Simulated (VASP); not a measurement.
Input of a VASP 6.6.1 run:

The input POSCAR:

```
Yb
1.0
    0.0000000000      2.7431000000      2.7431000000
    2.7431000000      0.0000000000      2.7431000000
    2.7431000000      2.7431000000      0.0000000000
Yb
1
Direct
    0.0000000000      0.0000000000      0.0000000000
```

INCAR.step1

```
PREC = Accurate ; ENCUT = 520
EDIFF = 1E-6 ; ISMEAR = -1
SIGMA = 0.05 ; LREAL = False
LASPH = True ; NELM = 150
ALGO = Normal ; ISIF = 2
LWAVE = False ; LCHARG = True
ISPIN = 2 ; MAGMOM = 1
LMAXMIX = 6 ; LDAU = True
LDAUTYPE = 2 ; LDAUL = 3
LDAUU = 6 ; LDAUJ = 0
LDAUPRINT = 1 ; GGA = PS
NBANDS = 22
```

File KPOINTS.step1:

```
regular mesh
0
Gamma
  8 8 8
```

File INCAR.step2:

```
PREC = Accurate ; ENCUT = 520
EDIFF = 1E-6 ; ISMEAR = -5
SIGMA = 0.05 ; LREAL = False
LASPH = True ; NELM = 150
ALGO = Normal ; ISIF = 2
LWAVE = False ; LCHARG = False
ISPIN = 2 ; MAGMOM = 1
LORBIT = 11 ; LMAXMIX = 6
LDAU = True ; LDAUTYPE = 2
LDAUL = 3 ; LDAUU = 6
LDAUJ = 0 ; LDAUPRINT = 1
GGA = PS ; NEDOS = 2001
ICHARG = 11
```

The input KPOINTS.step2:

```
regular mesh
0
Gamma
  12 12 12
```

Potentials or basis: VASP PAW PBE potentials, release 64 (Yb).

The run is started by

```sh
$ cat potpaw_PBE.64/Yb/POTCAR > POTCAR
$ cp INCAR.step1 INCAR
$ cp KPOINTS.step1 KPOINTS
$ mpirun -np 1 vasp_std > vasp.out
$ cp INCAR.step2 INCAR
$ cp KPOINTS.step2 KPOINTS
$ mpirun -np 1 vasp_std > vasp.out
```

Question: What does it give for the net moment?

Answer: 0.00 μB per cell.

Eigenvalues of the final occupation matrices:
| site | spin | trace | eigenvalues |
| --- | --- | --- | --- |
| site 1 f | 1 | 6.91 | 0.99 0.99 0.99 0.99 0.99 0.99 0.99 |
| site 1 f | 2 | 6.91 | 0.99 0.99 0.99 0.99 0.99 0.99 0.99 |

Caveat: spin-orbit coupling is left out, which moves the levels of the heavy elements. The state reached can hang on the start; a lower one may exist.
